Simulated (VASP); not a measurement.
A run of VASP 6.6.1 is set up as follows.

INCAR

```
SYSTEM = LiF
PREC     = Accurate       ! precision mode
ENCUT    = 520            ! plane-wave cutoff, eV
EDIFF    = 1E-6           ! SCF threshold, eV
ISMEAR   = 0              ! smearing method
SIGMA    = 0.05           ! smearing width, eV
LREAL    = .FALSE.        ! projectors in reciprocal space
LASPH    = .TRUE.         ! aspherical terms in the spheres
NELM     = 80             ! most SCF steps
ALGO     = Normal         ! electronic algorithm
ISIF     = 2              ! what is computed and relaxed
LWAVE    = .FALSE.        ! write WAVECAR
LCHARG   = .FALSE.        ! write CHGCAR
GGA      = PE             ! functional
NBANDS   = 18             ! bands
```

The input KPOINTS:

```
regular mesh
0
G
  9 9 6
  0 0 0
```

The input POSCAR:

```
LiF
1.0
    3.0619407579      0.0000000000      0.0000000000
   -1.5309703789      2.6517184812      0.0000000000
    0.0000000000      0.0000000000      5.1088481545
Li F
2 2
Direct
    0.3333333333      0.6666666667      0.3606709794
    0.6666666667      0.3333333333      0.8606709794
    0.3333333333      0.6666666667      0.9939266766
    0.6666666667      0.3333333333      0.4939266766
```

Potentials or basis: VASP PAW PBE potentials, release 64 (Li_sv, F).

Run with:

```console
$ cat potpaw_PBE.64/Li_sv/POTCAR potpaw_PBE.64/F/POTCAR > POTCAR
$ mpirun -np 1 vasp_std > vasp.out
```

(1) Estimate the largest force.

(2) Estimate the band gap on the k mesh.

Answers

(1) 0.118 eV/Å.

(2) 7.62 eV, direct.
